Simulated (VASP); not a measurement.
# Sn2Te3O (P4mm) in VASP: a series of runs, part 2 of 3

VASP 6.6.1. Earlier steps stand in the parts before.

**3. Single point, PBE**

This run uses another cell than the first one, of 30.75 Å³/atom.

INCAR

```
  PREC = Accurate
  ENCUT = 600
  EDIFF = 1E-6
  ISMEAR = 0
  SIGMA = 0.1
  LREAL = F
  LASPH = T
  NELM = 120
  ALGO = Normal
  ISIF = 2
  LWAVE = F
  LCHARG = F
  GGA = PE
  NBANDS = 35
  GGA_COMPAT = F
```

KPOINTS

```
Automatic mesh
0
Gamma
  4 4 2
```

POSCAR

```
Sn2Te3O
1.0
    4.2803686588      0.0000000000      0.0000000000
    0.0000000000      4.2803686588      0.0000000000
    0.0000000000      0.0000000000     10.0707632773
Sn Te O
2 3 1
Direct
    0.5000000000      0.5000000000      0.6923097396
    0.0000000000      0.0000000000      0.4289339385
    0.5000000000      0.0000000000      0.9472390955
    0.0000000000      0.5000000000      0.9472390955
    0.5000000000      0.5000000000      0.3582045134
    0.0000000000      0.0000000000      0.6260726575
```

Potentials or basis: VASP PAW PBE potentials, release 64 (Sn_d, Te, O).

Command:

```sh
cat potpaw_PBE.64/Sn_d/POTCAR potpaw_PBE.64/Te/POTCAR potpaw_PBE.64/O/POTCAR > POTCAR
mpirun -np 1 vasp_std > vasp.out
```

OUTCAR:

```text
PREC = Accurate
   ENCUT = 600
   EDIFF = 1E-6
   ISMEAR = 0
   LREAL = F
   LASPH = T
   NELM = 120
   ISIF = 2
   GGA = PE

 ion  position               nearest neighbor table
   1  0.500  0.500  0.692-   3 3.34   4 3.34   3 3.34   4 3.34   5 3.36
   2  0.000  0.000  0.429-   6 1.99   5 3.11   5 3.11   5 3.11   5 3.11
   3  0.500  0.000  0.947-   4 3.03   4 3.03   4 3.03   4 3.03   1 3.34   1 3.34
   4  0.000  0.500  0.947-   3 3.03   3 3.03   3 3.03   3 3.03   1 3.34   1 3.34
   5  0.500  0.500  0.358-   2 3.11   2 3.11   2 3.11   2 3.11   1 3.36
   6  0.000  0.000  0.626-   2 1.99

  LATTYP: Found a simple tetragonal cell.
 ALAT       =     4.2803686588
 C/A-ratio  =     2.3527794169

  Lattice vectors:

 A1 = (   4.2803686588,   0.0000000000,   0.0000000000)
 A2 = (   0.0000000000,   4.2803686588,   0.0000000000)
 A3 = (   0.0000000000,   0.0000000000,  10.0707632773)

Analysis of symmetry for initial positions (statically):
=====================================================================
 Subroutine PRICEL returns:
 Original cell was already a primitive cell.

 Routine SETGRP: Setting up the symmetry group for a
 simple tetragonal supercell.

 Subroutine GETGRP returns: Found  8 space group operations
 (whereof  8 operations were pure point group operations)
 out of a pool of 16 trial point group operations.

The static configuration has the point symmetry C_4v.

Analysis of symmetry for dynamics (positions and initial velocities):
=====================================================================
 Subroutine PRICEL returns:
 Original cell was already a primitive cell.

 Routine SETGRP: Setting up the symmetry group for a
 simple tetragonal supercell.

 Subroutine GETGRP returns: Found  8 space group operations
 (whereof  8 operations were pure point group operations)
 out of a pool of 16 trial point group operations.

The dynamic configuration has the point symmetry C_4v.

 Subroutine INISYM returns: Found  8 space group operations
 (whereof  8 operations are pure point group operations),
 and found     1 'primitive' translations

----------------------------------------------------------------------------------------

                                     Primitive cell

  volume of cell :     184.5121

  direct lattice vectors                    reciprocal lattice vectors
     4.280368659  0.000000000  0.000000000     0.233624736  0.000000000  0.000000000
     0.000000000  4.280368659  0.000000000     0.000000000  0.233624736  0.000000000
     0.000000000  0.000000000 10.070763277     0.000000000  0.000000000  0.099297339

  length of vectors
     4.280368659  4.280368659 10.070763277     0.233624736  0.233624736  0.099297339

  position of ions in fractional coordinates (direct lattice)
     0.500000000  0.500000000  0.692309740
     0.000000000  0.000000000  0.428933939
     0.500000000  0.000000000  0.947239096
     0.000000000  0.500000000  0.947239096
     0.500000000  0.500000000  0.358204513
     0.000000000  0.000000000  0.626072658

  ion indices of the primitive-cell ions
   primitive index   ion index
                 1           1
                 2           2
                 3           3
                 4           4
                 5           5
                 6           6
[... 33 lines left out ...]
  0.500000  0.250000  0.000000      4.000000
  0.500000  0.500000  0.000000      1.000000
  0.000000  0.000000  0.500000      1.000000
  0.250000  0.000000  0.500000      4.000000
  0.500000  0.000000  0.500000      2.000000
  0.250000  0.250000  0.500000      4.000000
  0.500000  0.250000  0.500000      4.000000
  0.500000  0.500000  0.500000      1.000000
   k-points           NKPTS =     12   k-points in BZ     NKDIM =     12   number of bands    NBANDS=     35
   number of dos      NEDOS =    301   number of ions     NIONS =      6
   total plane-waves  NPLWV = 103680
   dimension x,y,z NGX =    36 NGY =   36 NGZ =   80
   dimension x,y,z NGXF=    72 NGYF=   72 NGZF=  160
   ions per type =               2   3   1
   NGX,Y,Z   is equivalent  to a cutoff of  13.98, 13.98, 13.21 a.u.
   NGXF,Y,Z  is equivalent  to a cutoff of  27.96, 27.96, 26.41 a.u.
 SYSTEM =  unknown system
   PREC   = accura    normal or accurate (medium, high low for compatibility)
   ISTART =      0    job   : 0-new  1-cont  2-samecut
   ICHARG =      2    charge: 1-file 2-atom 10-const
   ISPIN  =      1    spin polarized calculation?
   LNONCOLLINEAR =      F non collinear calculations
   LSORBIT =      F    spin-orbit coupling
   LASPH  =      T    aspherical Exc in radial PAW
   ENCUT  =  600.0 eV  44.10 Ry    6.64 a.u.   8.55  8.55 20.11*2*pi/ulx,y,z
   NELM   =    120;   NELMIN=  2; NELMDL= -5     # of ELM steps
   EDIFF  = 0.1E-05   stopping-criterion for ELM
   LREAL  =      F    real-space projection
   EDIFFG = 0.1E-04   stopping-criterion for IOM
   NSW    =      0    number of steps for IOM
   IBRION =     -1    ionic relax: 0-MD 1-quasi-New 2-CG
   NFREE  =      0    steps in history (QN), initial steepest desc. (CG)
   ISIF   =      2    stress and relaxation
   ISYM   =      2    0-nonsym 1-usesym 2-fastsym
   POTIM  = 0.5000    time-step for ionic-motion
   TEBEG  =    0.0;   TEEND  =   0.0 temperature during run
   PSTRESS=    0.0 pullay stress
   NELECT =      52.0000    total number of electrons
   NUPDOWN=      -1.0000    fix difference up-down
   EMIN   =  10.00;   EMAX   =-10.00  energy-range for DOS
   EFERMI =   0.00;   METHOD = LEGACY
   ISMEAR =     0;   SIGMA  =   0.10  broadening in eV -4-tet -1-fermi 0-gaus
   EFERMI_NEDOS =   21; number of points for ismear=-14 and -15
   IALGO  =     38    algorithm
   IMIX   =      4    mixing-type and parameters
     AMIX     =   0.40;   BMIX     =  1.00
     AMIX_MAG =   1.60;   BMIX_MAG =  1.00
  volume/ion in A,a.u.               =      30.75       207.52
  Fermi-wavevector in a.u.,A,eV,Ry     =   1.073333  2.028305 15.674498  1.152043
  Thomas-Fermi vector in A             =   2.209129
   LORBIT       =      0    0 simple, 1 ext, 2 COOP (PROOUT), +10 PAW based schemes
   GGA     = PE    functional components
   LHFCALC =     F    Hartree Fock is set to
   AEXX    =    0.0000 exact exchange contribution
   IVDW    =     0    specifies the selected vdW correction
   LEPSILON=     F    determine dielectric tensor
   LRPA    =     F    only Hartree local field effects (RPA)
 non-spin polarized calculation
 Gauss-broadening in eV      SIGMA  =   0.10
  energy-cutoff  :      600.00
  volume of cell :      184.51
 maximum number of plane-waves:      6184
 NGX is ok and might be reduce to    36
   NGX = 17   NGY = 17   NGZ = 41

 number of electron      52.0000008 magnetization

 Free energy of the ion-electron system (eV)
  ---------------------------------------------------
  ext. energy  EPLUGINS =         0.00000000
  ---------------------------------------------------
  free energy    TOTEN  =       -23.60027754 eV

  energy without entropy =      -23.58767129  energy(sigma->0) =      -23.59397442

 E-fermi :   5.0280     XC(G=0):  -8.9068

 val. band max:        5.0174318646   @ k =   0.2500   0.0000   0.5000
 cond. band min:       5.1714247839   @ k =   0.2500   0.2500   0.5000
 fundamental gap:      0.1539929193
 Fermi energy:         5.0279905534

 k-point     1 :       0.0000    0.0000    0.0000
  band No.  band energies     occupation
      1     -16.8347      2.00000
      2     -16.8081      2.00000
      3     -16.8062      2.00000
      4     -16.8062      2.00000
      5     -16.8028      2.00000
      6     -16.4441      2.00000
[... 445 lines left out ...]
     34       9.7635      0.00000
     35       9.9569      0.00000

------------------------ aborting loop because EDIFF is reached ----------------------------------------

  FORCE on cell =-STRESS in cart. coord.  units (eV):
  Direction    XX          YY          ZZ          XY          YZ          ZX
  --------------------------------------------------------------------------------------
  -------------------------------------------------------------------------------------
  Total       -0.0960743     -0.0960743      0.1705265      0.0000000      0.0000000     -0.0000000
  in kB       -0.8342440     -0.8342440      1.4807366      0.0000000      0.0000000     -0.0000000
  external PRESSURE =      -0.0625838 kB  Pullay stress =       0.0000000 kB

 VOLUME and BASIS-vectors are now :
 -----------------------------------------------------------------------------
  energy-cutoff  :      600.00
  volume of cell :      184.51
      direct lattice vectors                 reciprocal lattice vectors
     4.280368659  0.000000000  0.000000000     0.233624736  0.000000000  0.000000000
     0.000000000  4.280368659  0.000000000     0.000000000  0.233624736  0.000000000
     0.000000000  0.000000000 10.070763277     0.000000000  0.000000000  0.099297339

 POSITION                                       TOTAL-FORCE (eV/Angst)
 -----------------------------------------------------------------------------------
      2.14018      2.14018      6.97209        -0.000000     -0.000000     -0.005185
      0.00000      0.00000      4.31969        -0.000000      0.000000     -0.061150
      2.14018      0.00000      9.53942        -0.000000      0.000000      0.005284
      0.00000      2.14018      9.53942         0.000000      0.000000      0.005284
      2.14018      2.14018      3.60739        -0.000000      0.000000      0.004892
      0.00000      0.00000      6.30503        -0.000000      0.000000      0.050876
 -----------------------------------------------------------------------------------
    total drift:                                0.000000      0.000000      0.001307

  FREE ENERGIE OF THE ION-ELECTRON SYSTEM (eV)
  ---------------------------------------------------
  free  energy   TOTEN  =       -23.6002775412 eV

  energy  without entropy=      -23.5876712944  energy(sigma->0) =      -23.59397442
```

stdout:

```text
POSCAR found type information on POSCAR SnTeO
 POSCAR found :  3 types and       6 ions
 scaLAPACK will be used
 LDA part: xc-table for (Slater+PW92), standard interpolation
 POSCAR, INCAR and KPOINTS ok, starting setup
 FFT: planning ... GRIDC
 FFT: planning ... GRID_SOFT
 FFT: planning ... GRID
 WAVECAR not read
 entering main loop
```

Run time: 81 s. Hardware: 1 thread of AMD EPYC 9R45 (Zen 5), shared host; peak memory 0.32 GiB.

What came out:

- Free energy: -23.6003 eV
- Pressure: 0.0 GPa
- Largest force: 0.061 eV/Å
- Band gap on the k mesh: zero (bands 26 and 27 overlap by 1.33 eV)

Forces in eV/Å, atoms in the order of the input:
```
Sn   0.000  0.000 -0.005
Sn   0.000  0.000 -0.061
Te   0.000  0.000  0.005
Te   0.000  0.000  0.005
Te   0.000  0.000  0.005
O    0.000  0.000  0.051
```

Stress tensor (GPa, compression positive):
```
-0.08  0.00  0.00
 0.00 -0.08  0.00
 0.00  0.00  0.15
```

Levels at points of the mesh, in eV from the Fermi level:
```tsv
k point	band 23	band 24	band 25	band 26	band 27	band 28	band 29	band 30
(0.00, 0.00, 0.00)	-1.62	-1.62	-1.61	0.44	2.09	2.44	2.44	3.35
(0.50, 0.00, 0.00)	-1.52	-1.41	-0.97	-0.91	-0.89	1.14	1.37	1.79
(0.50, 0.50, 0.00)	-2.25	-1.37	-1.37	-1.32	1.61	2.70	2.70	3.54
(0.00, 0.00, 0.50)	-1.60	-1.60	-1.01	0.44	1.47	2.45	2.45	3.33
(0.50, 0.00, 0.50)	-1.53	-1.11	-0.99	-0.91	-0.60	0.72	1.35	1.91
(0.50, 0.50, 0.50)	-2.29	-1.63	-1.52	-1.52	2.26	2.54	2.54	4.32
```

Caveat: the k points lie up to 0.37 Å⁻¹ apart, too coarse for converged energies and pressures of a metal; spin-orbit coupling is left out, which moves the levels of the heavy elements; this functional lacks dispersion, which binds the layers, so the pressure and a relaxed spacing across them are unreliable.

(Part 2 of 3 ends here.)
